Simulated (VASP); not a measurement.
Wanted: the native input for a VASP 6.6.1 run.

```yaml
Task: single point
Functional: PBE
Potentials_or_basis: VASP PAW PBE potentials, release 64 (Mg, O)
Cutoff: 520 eV
k_mesh: 9 × 9 × 1
Occupations: gaussian, width 0.05 eV
Spin: collinear spin
Starting_moments: "[0.0, 0.0, 0.0, 0.0, 0.0, 0.0, 2.0] μB"
Dipole_correction: yes
Further_INCAR_settings: ALGO = Normal; EDIFF = 1e-07; NBANDS = 28
```

The structure of Mg3O4 lies in POSCAR:

```
Mg3O4
1.0
    3.0085896345      0.0000000000      0.0000000000
    0.0000000000      3.0085896345      0.0000000000
    0.0000000000      0.0000000000     19.7799623498
Mg O
3 4
Direct
    0.5000000000      0.5000000000      0.2022248541
    0.0000000000      0.0000000000      0.3100331121
    0.5000000000      0.5000000000      0.4161289127
    0.0000000000      0.0000000000      0.2022248541
    0.5000000000      0.5000000000      0.3095409237
    0.0000000000      0.0000000000      0.4186035445
    0.1250000000      0.2500000000      0.4836168870
```

The input as run:

INCAR

```
  PREC = Accurate
  ENCUT = 520
  EDIFF = 1E-7
  ISMEAR = 0
  SIGMA = 0.05
  LREAL = False
  LASPH = True
  NELM = 150
  ALGO = Normal
  ISIF = 2
  LWAVE = False
  LCHARG = True
  ISPIN = 2
  MAGMOM = 0 0 0 0 0 0 2
  LORBIT = 11
  LDIPOL = True
  IDIPOL = 3
  DIPOL = 0.5 0.5 0.335
  GGA = PE
  LELF = True
  LVHAR = True
  LVACPOTAV = True
  NBANDS = 28
```

KPOINTS

```
regular mesh
0
Gamma
  9 9 1
```

Potentials or basis: VASP PAW PBE potentials, release 64 (Mg, O).

Run with:

```console
$ cat potpaw_PBE.64/Mg/POTCAR potpaw_PBE.64/O/POTCAR > POTCAR
$ mpirun -np 1 vasp_std > vasp.out
```

It gave:

```yaml
Largest_force: 2.567 eV/Å
Band_gap_on_the_k_mesh: 0.06 eV (least direct gap 0.09 eV)
Net_moment: 0.00 μB per cell
Valence_electrons_inside_the_program's_atomic_spheres: Mg 0.35, 0.39, 0.41; O 5.03, 5.08, 5.02, 4.86
```

Caveat: semilocal functionals underestimate gaps, and a narrow one can read as zero.

Wall time 15 min on 1 thread of Intel(R) Xeon(R) Platinum 8488C (Sapphire Rapids), with other jobs on the host, peak memory 0.51 GiB.
